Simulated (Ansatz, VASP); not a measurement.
# Two plane-wave programs on WS2

```
W S
1.0
     3.18162    0.00000    0.00000
    -1.59081    2.75536    0.00000
     0.00000    0.00000   13.32873
W S
2 4
Direct
  0.33333 0.66667 0.25000
  0.66667 0.33333 0.75000
  0.33333 0.66667 0.63298
  0.66667 0.33333 0.13298
  0.33333 0.66667 0.86702
  0.66667 0.33333 0.36702
```

Change from the starting cell: strain along c alone, the other axes held, atoms relaxed: +2.0 %.

Alike in both runs: functional r2SCAN; k mesh 12 × 12 × 2; occupations gaussian, width 0.02 eV; no spin polarisation.

Ansatz relaxed the structure, and its values are those at the end. VASP's run is a single point on that final structure, the one shown.

```csv
,VASP,Ansatz
version,VASP 6.6.1,Ansatz 0.2.0
potentials or method,"VASP PAW PBE potentials, release 64 (W_sv, S), cutoff 520 eV","scalar-relativistic, plane waves, PAW"
valence electrons in the cell,52,52
```

|  | VASP | Ansatz | Ansatz less VASP |
| --- | --- | --- | --- |
| gap on the k mesh at the Fermi level (eV) | 1.45 | 1.44 | -0.019 |
| least direct gap on the mesh (eV) | 1.89 | 1.88 | -0.004 |
| pressure (GPa) | 0.1 | -0.1 | -0.17 |
| rms of the force components (eV/Å) | 0.013 | 0.003 | -0.0101 |

VASP's potentials were made for PBE, not for r2SCAN. Ansatz's warnings: stress scf threshold loose.

Neither program's run includes spin-orbit coupling.
